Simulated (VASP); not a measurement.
Runs of VASP 6.6.1 on TaN. The structure is that of space group Fm-3m (No. 225), or close to it. The cells are those of the table. 

```tsv
cell	gap on the mesh (eV)	pressure (GPa)
a = 3.082, b = 3.051, c = 3.051 Å, angles 60.7, 59.7, 59.7°, 2 atoms	none	24.2
a = 3.082, b = 3.128, c = 3.128 Å, angles 59.0, 60.5, 60.5°, 2 atoms	none	5.1
a = 3.082, b = 3.021, c = 3.021 Å, angles 61.3, 59.3, 59.3°, 2 atoms	none	34.8
a = 3.082, b = 3.097, c = 3.097 Å, angles 59.7, 60.2, 60.2°, 2 atoms	none	11.6
a = 3.082, b = 3.036, c = 3.036 Å, angles 61.0, 59.5, 59.5°, 2 atoms	none	29.3
a = 3.082, b = 3.136, c = 3.136 Å, angles 58.9, 60.6, 60.6°, 2 atoms	none	3.7
a = 3.082, b = 3.066, c = 3.066 Å, angles 60.3, 59.8, 59.8°, 2 atoms	none	(b)
a = 3.082, b = 3.144, c = 3.144 Å, angles 58.7, 60.7, 60.7°, 2 atoms	none	(a)
a = 3.082, b = 3.113, c = 3.113 Å, angles 59.3, 60.3, 60.3°, 2 atoms	none	(c)
```

Alike in all rows: task single point; level PBE; potentials or basis VASP PAW PBE potentials, release 64 (Ta_pv, N); no spin polarisation; k mesh 18 × 18 × 18; cutoff (eV) 600; smearing gaussian 0.15 eV.

Estimate the missing entries.

(a) 2.4; (b) 19.6; (c) 8.2.

Caveats: spin-orbit coupling is left out, which moves the levels of the heavy elements.

A k mesh can miss the band edges, and the runs leave out spin-orbit coupling on Ta.

A gap of «none» marks levels without a gap at the run's occupations.
